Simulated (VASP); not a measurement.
GaSi16 (a cell with a defect), 17 atoms in the cell. The cell holds a defect, 17 atoms: a = 7.679 Å, b = 7.679 Å, c = 7.679 Å, α = 60.00°, β = 60.00°, γ = 60.00°. 

| Property | Result |
| --- | --- |
| Program | VASP 6.6.1 |
| Task | single point |
| Functional | PBEsol |
| Potentials or basis | VASP PAW PBE potentials, release 64 (Si, Ga_d) |
| Cutoff | 520 eV |
| k mesh | 2 × 2 × 2 |
| Occupations | gaussian, width 0.05 eV |
| Spin | collinear spin, zero start |
| Starting moments | [0.0, 0.0, 0.0, 0.0, 0.0, 0.0, 0.0, 0.0, 0.0, 0.0, 0.0, 0.0, 0.0, 0.0, 0.0, 0.0, 0.0] μB |
| Dipole correction | no |
| Further INCAR settings | LREAL = Auto; ALGO = Normal; EDIFF = 1e-07; NBANDS = 56 |

Potentials or basis: VASP PAW PBE potentials, release 64 (Si, Ga_d).

Launch:

```console
$ cat potpaw_PBE.64/Si/POTCAR potpaw_PBE.64/Ga_d/POTCAR > POTCAR
$ mpirun -np 1 vasp_std > vasp.out
```

Hardware: 1 thread of Intel Xeon 6975P-C (shared host).

**Question.** Estimate the wall time of this run.

**Answer.** It took 9.3 min on 1 thread of Intel Xeon 6975P-C, on a shared host, peak memory 0.72 GiB. Counts: scf iterations 14, k points 8.
